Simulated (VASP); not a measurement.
Here is a VASP 6.6.1 calculation.

INCAR

```
  PREC = Accurate
  ENCUT = 520
  EDIFF = 1E-6
  ISMEAR = 0
  SIGMA = 0.1
  LREAL = False
  LASPH = True
  NELM = 80
  ALGO = Normal
  ISIF = 2
  LWAVE = False
  LCHARG = False
  LDIPOL = True
  IDIPOL = 3
  DIPOL = 0.5 0.5 0.331
  GGA = PE
  NBANDS = 42
```

File KPOINTS:

```
regular mesh
0
Gamma
  6 6 1
```

File POSCAR:

```
Ta6H
1.0
    4.6937283341      0.0000000000      0.0000000000
   -2.3468641670      4.0648879758      0.0000000000
    0.0000000000      0.0000000000     19.9881921123
Ta H
6 1
Direct
    0.6666666667      0.3333333333      0.2001181486
    0.3333333333      0.6666666666      0.2480516124
    0.0000000000      0.0000000000      0.2959850763
    0.6666666667      0.3333333333      0.3401842451
    0.3333333333      0.6666666666      0.3819724402
    0.0000000000      0.0000000000      0.4246603227
    0.4444444444      0.2222222222      0.4286141931
```

Potentials or basis: VASP PAW PBE potentials, release 64 (Ta_pv, H).

Launch:

```console
$ cat potpaw_PBE.64/Ta_pv/POTCAR potpaw_PBE.64/H/POTCAR > POTCAR
$ mpirun -np 1 vasp_std > vasp.out
```

Task: What does it give for the largest force?

Result: 2.102 eV/Å.

Forces on the atoms (eV/Å):
```
Ta  -0.029 -0.017  1.732
Ta  -0.075 -0.043 -0.112
Ta  -0.045 -0.026 -2.102
Ta   0.188  0.108  0.188
Ta  -0.318 -0.183  0.037
Ta  -0.424 -0.245  0.255
H    0.703  0.406  0.002
```
